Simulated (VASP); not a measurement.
A run of VASP 6.6.1 is set up as follows.

INCAR

```
ALGO = Normal
DIPOL = 0.5 0.5 0.349
EDIFF = 1E-6
ENCUT = 520
GGA = PE
IDIPOL = 3
ISIF = 2
ISMEAR = 0
LASPH = True
LCHARG = False
LDIPOL = True
LREAL = False
LWAVE = False
NBANDS = 35
NELM = 100
PREC = Accurate
SIGMA = 0.1
```

KPOINTS

```
k-points
0
Gamma
  9 7 1
```

The input POSCAR:

```
Ti4S
1.0
    2.9075446931      0.0000000000      0.0000000000
    0.0000000000      4.1118891382      0.0000000000
    0.0000000000      0.0000000000     19.6535692527
Ti S
4 1
Direct
    0.5000000000      0.5000000000      0.2035253723
    0.0000000000      0.0000000000      0.2774952618
    0.5000000000      0.5000000000      0.3439484692
    0.0000000000      0.0000000000      0.4148645545
    0.3333333333      0.2000000000      0.5035409629
```

Potentials or basis: VASP PAW PBE potentials, release 64 (Ti_sv, S).

Run with:

```bash
$ cat potpaw_PBE.64/Ti_sv/POTCAR potpaw_PBE.64/S/POTCAR > POTCAR
$ mpirun -np 1 vasp_std > vasp.out
```

What does it give for the largest force?

1.183 eV/Å.

What does it give for the band gap on the k mesh?

Zero (band 27 reaches 0.66 eV, above the bottom of band 28 at -0.07 eV).

Forces in eV/Å, atoms in the order of the input:
```
Ti  -0.040  0.036  0.350
Ti   0.027 -0.086 -0.306
Ti  -0.071 -0.206 -0.647
Ti  -1.014 -0.073  0.605
S    1.099  0.329 -0.001
```
